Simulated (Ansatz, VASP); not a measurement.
# PbO: VASP beside Ansatz

```
Pb O
1.0
     4.06826    0.00000    0.00000
     0.00000    4.06826    0.00000
     0.00000    0.00000    5.10826
Pb O
2 2
Direct
  0.50000 0.00000 0.76000
  0.00000 0.50000 0.24000
  0.50000 0.50000 0.00000
  0.00000 0.00000 0.00000
```

Alike in both runs: task single point; functional SVWN5; k mesh 7 × 7 × 6; occupations fermi-dirac, width 0.05 eV; no spin polarisation.

|  | VASP | Ansatz |
| --- | --- | --- |
| version | VASP 6.6.1 | Ansatz 0.2.0 |
| potentials or method | VASP PAW PBE potentials, release 64 (Pb_d, O) | Ansatz PAW |
| plane-wave cutoff (eV) | 600 | 420 |
| valence electrons in the cell | 40 | 40 |

VASP gave:

```
gap on the k mesh at the Fermi level (eV)                     : 1.46
least direct gap on the mesh (eV)                             : 2.16
pressure (GPa)                                                : -7.4
traceless stress, the component that is largest in VASP (GPa) : 0.51
rms of the force components (eV/Å)                            : 0.505
```

Q: Which values does Ansatz return?

A: gap on the k mesh at the Fermi level (eV): 1.46; least direct gap on the mesh (eV): 2.15; pressure (GPa): -7.5; traceless stress, the component that is largest in VASP (GPa): 0.53; rms of the force components (eV/Å): 0.520.

VASP's potentials were made for PBE, not for SVWN5. Atom by atom the forces differ by 0.015 eV/Å (rms over components). With one functional, cell and mesh, what is left measures potentials, basis and numerics.

Spin-orbit coupling is off throughout. Noted on Ansatz's run: odd divisions of the mesh miss points on the zone boundary, where band edges often lie, so the gap on the mesh can be too wide.
